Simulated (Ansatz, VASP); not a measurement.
# CaO: VASP beside Ansatz

File INCAR:

```
SYSTEM = CaO
PREC = Accurate ; ENCUT = 600
EDIFF = 1E-6 ; ISMEAR = 0
SIGMA = 0.01 ; LREAL = .FALSE.
LASPH = .TRUE. ; NELM = 200
ALGO = Normal ; ISIF = 2
LWAVE = .FALSE. ; LCHARG = .FALSE.
LDAU = .TRUE. ; LDAUTYPE = 2
LDAUL = -1 1 ; LDAUU = 0 2.3
LDAUJ = 0 0 ; LDAUPRINT = 1
GGA = PE ; NBANDS = 15
GGA_COMPAT = .FALSE.
```

The input KPOINTS:

```
regular mesh
0
G
  8 8 8
  0 0 0
```

File POSCAR:

```
CaO
1.0
    0.0000000000      2.4035556960      2.4035556960
    2.4035556960      0.0000000000      2.4035556960
    2.4035556960      2.4035556960      0.0000000000
Ca O
1 1
Direct
    0.0000000000      0.0000000000      0.0000000000
    0.5000000000      0.5000000000      0.5000000000
```

Input for Ansatz:

```yaml
crystal:
  lattice:
    - [0.0, 2.403555696, 2.403555696]
    - [2.403555696, 0.0, 2.403555696]
    - [2.403555696, 2.403555696, 0.0]
  atoms:
    - { symbol: Ca, position: [0.0, 0.0, 0.0] }
    - { symbol: O, position: [0.5, 0.5, 0.5] }
basis:
  ecutwfc: 420
kpoints:
  mp_grid: { grid: [8, 8, 8] }
hamiltonian:
  xc: pbe
  hubbard: { sites: [{ species: O, l: p, u_eff: 2.3 }] }
scf:
  occupations: { method: fixed }
  max_iter: 300
output:
  forces: true
  stress: true
  eigenvalues: true
```

Alike in both runs: task single point; functional PBE; k mesh 8 × 8 × 8; no spin polarisation; Hubbard terms O p U = 2.3 eV.

|  | VASP | Ansatz |
| --- | --- | --- |
| version | VASP 6.6.1 | Ansatz 0.2.0 |
| potentials or method | VASP PAW PBE potentials, release 64 (Ca_sv, O), cutoff 600 eV | scalar-relativistic, plane waves, PAW |
| occupations | gaussian, width 0.01 eV | fixed |
| valence electrons in the cell | 16 | 16 |

```csv
,VASP,Ansatz,Ansatz less VASP
gap on the k mesh at the Fermi level (eV),3.68,4.28,+0.601
least direct gap on the mesh (eV),4.05,4.66,+0.610
pressure (GPa),1.6,0.6,-0.97
```

The programs project onto different local orbitals, so the same U acts differently, and such runs can settle in different states.
